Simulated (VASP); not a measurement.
Write the native input for VASP 6.6.1 that does the following.

- Task: single point
- Functional: LDA
- Potentials or basis: VASP PAW LDA potentials, release 64 (C, Ga_d)
- Cutoff: 520 eV
- k mesh: 2 × 2 × 1
- Occupations: fermi-dirac, width 0.05 eV
- Spin: collinear spin, zero start
- Starting moments: [0.0, 0.0, 0.0, 0.0, 0.0, 0.0, 0.0, 0.0, 0.0, 0.0, 0.0, 0.0, 0.0, 0.0, 0.0, 0.0, 0.0, 0.0, 0.0] μB
- Dipole correction: no
- Further INCAR settings: LREAL = Auto; ALGO = Normal; EDIFF = 1e-07; NBANDS = 62

The structure of GaC18 lies in POSCAR:

```
GaC18
1.0
    7.3980000000      0.0000000000      0.0000000000
   -3.6990000000      6.4068560000      0.0000000000
    0.0000000000      0.0000000000     12.0000000000
C Ga
18 1
Direct
    0.0043560780      0.0015583306      0.0826294167
    0.2262904356      0.1129525933      0.0822577500
    0.0050453174      0.3352404050      0.0787564167
    0.2278080908      0.4471141540      0.0810685833
    0.0047724426      0.6701347744      0.0811094167
    0.2265685119      0.7800326713      0.0819295833
    0.3370664360      0.0018806416      0.0828135833
    0.5588290731      0.1124024014      0.0831762500
    0.3376004348      0.3351662656      0.0823716667
    0.5592311485      0.4466828972      0.0826487500
    0.3376969607      0.6689151434      0.0819362500
    0.5595452526      0.7794019407      0.0828310000
    0.6700512778      0.0011690601      0.0831851667
    0.8925875621      0.1118380060      0.0821798333
    0.6695016067      0.3349218400      0.0822221667
    0.8928852071      0.4473835529      0.0788635000
    0.6706183597      0.6686235807      0.0822825000
    0.8928374298      0.7799316857      0.0823901667
    0.9083398620      0.3489287101      0.2603475000
```

The input as run:

INCAR

```
ALGO     = Normal         # electronic algorithm
EDIFF    = 1E-7           # SCF threshold, eV
ENCUT    = 520            # plane-wave cutoff, eV
GGA      = CA             # functional
ISIF     = 2              # what is computed and relaxed
ISMEAR   = -1             # smearing method
ISPIN    = 2              # spin polarisation
LASPH    = True           # aspherical terms in the spheres
LCHARG   = False          # write CHGCAR
LORBIT   = 11             # projections on sites
LREAL    = Auto         
LWAVE    = False          # write WAVECAR
MAGMOM   = 0 0 0 0 0 0 0 0 0 0 0 0 0 0 0 0 0 0 0 # initial moments
NBANDS   = 62             # bands
NELM     = 150            # most SCF steps
PREC     = Accurate       # precision mode
SIGMA    = 0.05           # smearing width, eV
```

KPOINTS

```
k-points
0
Gamma
  2 2 1
```

Potentials or basis: VASP PAW LDA potentials, release 64 (C, Ga_d).

Run with:

```console
$ cat potpaw_LDA.64/C/POTCAR potpaw_LDA.64/Ga_d/POTCAR > POTCAR
$ mpirun -np 1 vasp_std > vasp.out
```

Results of the run:

```
Largest force                                         : 0.178 eV/Å
Net moment                                            : 0.00 μB per cell
Valence electrons inside the program's atomic spheres : C 2.65, 2.64; Ga 11.45
```

Caveat: the k points lie up to 0.49 Å⁻¹ apart.

It took 14 min on 1 thread of Intel Xeon 6975P-C, on a shared host, peak memory 0.6 GiB.
